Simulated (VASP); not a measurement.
# Pt (P-1) in VASP: single point with r2SCAN

Aim: the single point of Pt with r2SCAN.

Program: VASP 6.6.1. These are calculated values, not measurements. Logs are shortened: lines on timing, memory, paths and dates and some standing lists are left out, and cuts for length are marked.

## 1. The cell of the first run

The typed cell holds 2 atoms: a = 2.733 Å, b = 2.733 Å, c = 4.765 Å, α = 90.00°, β = 90.00°, γ = 120.00°.

## 2. Single point, r2SCAN (atom 2 moved 0.45 Å)

File POSCAR:

```
Pt
1.0
    2.7329693150      0.0000000000      0.0000000000
   -1.3664846575      2.3668208545      0.0000000000
    0.0000000000      0.0000000000      4.7653532650
Pt
2
Direct
    0.7462183522      0.4178485421      0.7531381891
    0.2537816478      0.5821514579      0.2468618109
```

File INCAR.step1:

```
SYSTEM = Pt
  ALGO = Normal
  EDIFF = 1E-4
  ENCUT = 520
  GGA = PE
  ISMEAR = 0
  LASPH = .True.
  LCHARG = .False.
  LREAL = .False.
  LWAVE = .True.
  NBANDS = 17
  NELM = 80
  PREC = Accurate
  SIGMA = 0.15
```

File INCAR.step2:

```
SYSTEM = Pt
  ALGO = Normal
  EDIFF = 1E-6
  ENCUT = 520
  ISIF = 2
  ISMEAR = 0
  ISTART = 1
  LASPH = .True.
  LCHARG = .False.
  LMIXTAU = .True.
  LREAL = .False.
  LWAVE = .False.
  METAGGA = R2SCAN
  NBANDS = 17
  NELM = 80
  PREC = Accurate
  SIGMA = 0.15
```

File KPOINTS:

```
k-points
0
Gamma
  12 12 8
  0 0 0
```

Potentials or basis: VASP PAW PBE potentials, release 64 (Pt).

Started as:

```
$ cat potpaw_PBE.64/Pt/POTCAR > POTCAR
$ cp INCAR.step1 INCAR
$ mpirun -np 1 vasp_std > vasp.out
$ cp INCAR.step2 INCAR
$ mpirun -np 1 vasp_std > vasp.out
```

OUTCAR:

```text
SYSTEM = Pt
   EDIFF = 1E-6
   ENCUT = 520
   ISIF = 2
   ISMEAR = 0
   ISTART = 1
   LASPH = .True.
   LREAL = .False.
   METAGGA = R2SCAN
   NELM = 80
   PREC = Accurate

 ion  position               nearest neighbor table
   1  0.746  0.418  0.753-   2 2.65   2 2.71   2 2.86   2 2.90   2 3.08   2 3.13
   2  0.254  0.582  0.247-   1 2.65   1 2.71   1 2.86   1 2.90   1 3.08   1 3.13

  LATTYP: Found a hexagonal cell.
 ALAT       =     2.7329693150
 C/A-ratio  =     1.7436541416

  Lattice vectors:

 A1 = (   2.7329693150,   0.0000000000,   0.0000000000)
 A2 = (  -1.3664846575,   2.3668208545,   0.0000000000)
 A3 = (   0.0000000000,   0.0000000000,   4.7653532650)

Analysis of symmetry for initial positions (statically):
=====================================================================
 Subroutine PRICEL returns:
 Original cell was already a primitive cell.

 Routine SETGRP: Setting up the symmetry group for a
 hexagonal supercell.

 Subroutine GETGRP returns: Found  2 space group operations
 (whereof  2 operations were pure point group operations)
 out of a pool of 24 trial point group operations.

The static configuration has the point symmetry S_2 .

Analysis of symmetry for dynamics (positions and initial velocities):
=====================================================================
 Subroutine PRICEL returns:
 Original cell was already a primitive cell.

 Routine SETGRP: Setting up the symmetry group for a
 hexagonal supercell.

 Subroutine GETGRP returns: Found  2 space group operations
 (whereof  2 operations were pure point group operations)
 out of a pool of 24 trial point group operations.

The dynamic configuration has the point symmetry S_2 .

 Subroutine INISYM returns: Found  2 space group operations
 (whereof  2 operations are pure point group operations),
 and found     1 'primitive' translations

----------------------------------------------------------------------------------------

                                     Primitive cell

  volume of cell :      30.8244

  direct lattice vectors                    reciprocal lattice vectors
     2.732969315  0.000000000  0.000000000     0.365902388  0.211253842  0.000000000
    -1.366484658  2.366820854  0.000000000     0.000000000  0.422507685  0.000000000
     0.000000000  0.000000000  4.765353265     0.000000000  0.000000000  0.209848031

  length of vectors
[... 81 lines left out ...]
   NELM   =     80;   NELMIN=  2; NELMDL=  0     # of ELM steps
   EDIFF  = 0.1E-05   stopping-criterion for ELM
   LREAL  =      F    real-space projection
   EDIFFG = 0.1E-04   stopping-criterion for IOM
   NSW    =      0    number of steps for IOM
   IBRION =     -1    ionic relax: 0-MD 1-quasi-New 2-CG
   NFREE  =      0    steps in history (QN), initial steepest desc. (CG)
   ISIF   =      2    stress and relaxation
   ISYM   =      2    0-nonsym 1-usesym 2-fastsym
   POTIM  = 0.5000    time-step for ionic-motion
   TEBEG  =    0.0;   TEEND  =   0.0 temperature during run
   PSTRESS=    0.0 pullay stress
   NELECT =      20.0000    total number of electrons
   NUPDOWN=      -1.0000    fix difference up-down
   EMIN   =  10.00;   EMAX   =-10.00  energy-range for DOS
   EFERMI =   0.00;   METHOD = LEGACY
   ISMEAR =     0;   SIGMA  =   0.15  broadening in eV -4-tet -1-fermi 0-gaus
   EFERMI_NEDOS =   21; number of points for ismear=-14 and -15
   IALGO  =     38    algorithm
   IMIX   =      4    mixing-type and parameters
     AMIX     =   0.40;   BMIX     =  1.00
     AMIX_MAG =   1.60;   BMIX_MAG =  1.00
  volume/ion in A,a.u.               =      15.41       104.01
  Fermi-wavevector in a.u.,A,eV,Ry     =   1.417272  2.678255 27.329462  2.008659
  Thomas-Fermi vector in A             =   2.538519
   LORBIT       =      0    0 simple, 1 ext, 2 COOP (PROOUT), +10 PAW based schemes
   METAGGA = R2SCAN    functional components
   LHFCALC =     F    Hartree Fock is set to
   AEXX    =    0.0000 exact exchange contribution
   IVDW    =     0    specifies the selected vdW correction
   LEPSILON=     F    determine dielectric tensor
   LRPA    =     F    only Hartree local field effects (RPA)
 non-spin polarized calculation
 Gauss-broadening in eV      SIGMA  =   0.15
  energy-cutoff  :      520.00
  volume of cell :       30.82
 maximum number of plane-waves:       846
   NGX = 11   NGY = 11   NGZ = 17

 number of electron      20.0000002 magnetization

 Free energy of the ion-electron system (eV)
  ---------------------------------------------------
  ext. energy  EPLUGINS =         0.00000000
  ---------------------------------------------------
  free energy    TOTEN  =      -102.92117378 eV

  energy without entropy =     -102.89364397  energy(sigma->0) =     -102.90740888

 E-fermi :  10.6019     XC(G=0): -14.4515

 val. band max:       10.6009226398   @ k =   0.2500   0.1667   0.5000
 cond. band min:      10.6046036409   @ k =   0.1667   0.4167   0.3750
 fundamental gap:      0.0036810011
 Fermi energy:        10.6019127626

 k-point     1 :       0.0000    0.0000    0.0000
  band No.  band energies     occupation
      1       0.3753      2.00000
      2       3.0722      2.00000
      3       5.7945      2.00000
      4       6.8032      2.00000
      5       7.1433      2.00000
      6       7.2085      2.00000
[... 457 lines left out ...]
      4       6.0385      2.00000
      5       6.5477      2.00000
      6       7.1553      2.00000
[... 9 lines left out ...]
     16      28.6524      0.00000
     17      30.2414      0.00000

 [... further k-points ...]

------------------------ aborting loop because EDIFF is reached ----------------------------------------

  FORCE on cell =-STRESS in cart. coord.  units (eV):
  Direction    XX          YY          ZZ          XY          YZ          ZX
  --------------------------------------------------------------------------------------
  -------------------------------------------------------------------------------------
  Total        0.2074772      0.2796474      0.9535742      0.2737107      0.0720565      0.1602768
  in kB       10.7841458     14.5353732     49.5643955     14.2267957      3.7453173      8.3307859
  external PRESSURE =      24.9613048 kB  Pullay stress =       0.0000000 kB

 VOLUME and BASIS-vectors are now :
 -----------------------------------------------------------------------------
  energy-cutoff  :      520.00
  volume of cell :       30.82
      direct lattice vectors                 reciprocal lattice vectors
     2.732969315  0.000000000  0.000000000     0.365902388  0.211253842  0.000000000
    -1.366484658  2.366820854  0.000000000     0.000000000  0.422507685  0.000000000
     0.000000000  0.000000000  4.765353265     0.000000000  0.000000000  0.209848031

 POSITION                                       TOTAL-FORCE (eV/Angst)
 -----------------------------------------------------------------------------------
      1.46841      0.98897      3.58897        -0.325757      0.172100     -0.381387
     -0.10192      1.37785      1.17638         0.325757     -0.172100      0.381387
 -----------------------------------------------------------------------------------
    total drift:                                0.000000     -0.000000      0.000000

  FREE ENERGIE OF THE ION-ELECTRON SYSTEM (eV)
  ---------------------------------------------------
  free  energy   TOTEN  =      -102.9211737820 eV

  energy  without entropy=     -102.8936439727  energy(sigma->0) =     -102.90740888
```

It took 14 min on 1 thread of Intel Xeon Platinum 8259CL at 2.50GHz (Skylake/Cascade Lake), shared host; peak memory 0.35 GiB.

What came out:

- Free energy: -102.9212 eV
- Pressure: 2.5 GPa
- Largest force: 0.530 eV/Å
- Band gap on the k mesh: zero (bands 10 and 11 overlap by 1.71 eV)

Forces on the atoms (eV/Å):
```
Pt  -0.326  0.172 -0.381
Pt   0.326 -0.172  0.381
```

Stress tensor (GPa, compression positive):
```
1.08 1.42 0.83
1.42 1.45 0.37
0.83 0.37 4.96
```

Levels at points of the mesh, in eV from the Fermi level:
| k point | band 6 | band 7 | band 8 | band 9 | band 10 | band 11 | band 12 | band 13 | band 14 | band 15 |
| --- | --- | --- | --- | --- | --- | --- | --- | --- | --- | --- |
| (0.00, 0.00, 0.00) | -3.39 | -3.08 | -2.59 | -1.34 | -0.98 | -0.66 | 0.21 | 5.21 | 15.99 | 16.59 |
| (0.50, 0.00, 0.00) | -3.12 | -2.96 | -0.51 | 0.26 | 0.61 | 3.23 | 3.33 | 8.84 | 9.13 | 12.01 |
| (0.00, 0.50, 0.00) | -2.40 | -1.39 | -0.17 | 0.34 | 0.52 | 1.50 | 4.85 | 6.59 | 6.98 | 11.75 |
| (0.50, 0.50, 0.00) | -2.70 | -2.70 | -1.07 | 0.38 | 0.49 | 2.52 | 4.01 | 7.76 | 9.58 | 10.24 |
| (0.00, 0.00, 0.50) | -3.69 | -3.54 | -3.49 | -1.24 | -1.05 | -0.93 | -0.91 | 12.25 | 12.81 | 16.72 |
| (0.50, 0.00, 0.50) | -1.84 | 0.29 | 0.31 | 0.47 | 0.50 | 0.84 | 0.86 | 7.52 | 7.54 | 13.80 |
| (0.00, 0.50, 0.50) | -2.59 | -1.59 | -1.46 | 0.44 | 0.45 | 2.91 | 3.08 | 5.99 | 6.09 | 15.74 |
| (0.50, 0.50, 0.50) | -1.99 | -0.45 | -0.37 | 0.43 | 0.45 | 1.75 | 1.88 | 7.03 | 7.14 | 14.01 |

Caveat: the cell differs from its parent crystal (atom 2 moved 0.45 Å); the PAW data sets were made with another functional, which shifts forces and pressure a little; spin-orbit coupling is left out, which moves the levels of the heavy elements.
